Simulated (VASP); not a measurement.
A run of VASP 6.6.1 is set up as follows.

The input INCAR:

```
SYSTEM = SnO
PREC = Accurate
ENCUT = 910
EDIFF = 1E-8
ISMEAR = -1
SIGMA = 0.01
LREAL = .False.
LASPH = .True.
NELM = 120
ALGO = Normal
ISIF = 2
LWAVE = .False.
LCHARG = .False.
GGA = PS
LEFG = .True.
NBANDS = 28
GGA_COMPAT = .False.
```

KPOINTS

```
regular mesh
0
Gamma
  8 8 6
  0 0 0
```

The input POSCAR:

```
SnO
1.0
    3.7639800000      0.0000000000      0.0000000000
    0.0000000000      3.7639800000      0.0000000000
    0.0000000000      0.0000000000      4.8360000000
Sn O
2 2
Direct
    0.0000000000      0.5000000000      0.2385000000
    0.5000000000      0.0000000000      0.7615000000
    0.0000000000      0.0000000000      0.0000000000
    0.5000000000      0.5000000000      0.0000000000
```

Potentials or basis: VASP PAW PBE potentials, release 64 (Sn_d, O_h).

The run is started by

```console
$ cat potpaw_PBE.64/Sn_d/POTCAR potpaw_PBE.64/O_h/POTCAR > POTCAR
$ mpirun -np 1 vasp_std > vasp.out
```

Task: Predict the pressure.

Result: 2.2 GPa.

Task: Estimate the band gap on the k mesh.

Result: Zero (bands 20 and 21 overlap by 0.11 eV).

Task: Estimate the largest force.

Result: 0.399 eV/Å.

Stress tensor (GPa, compression positive):
```
2.74 0.00 0.00
0.00 2.74 0.00
0.00 0.00 1.13
```

Caveat: the cell differs from its parent crystal (equal xx and yy strain of -1 %); the cutoff is under 1.25 times the usual one of these potentials, so pressure, stress and relaxed cells hold a basis-set (Pulay) error; semilocal functionals underestimate gaps, so a narrow gap can read as zero; without QUAD_EFG the Cq values of the log hold for a quadrupole moment of 1 mb, not for the nuclei; the PAW data sets were made with another functional, which shifts forces and pressure a little; spin-orbit coupling is left out, which moves the levels of the heavy elements.
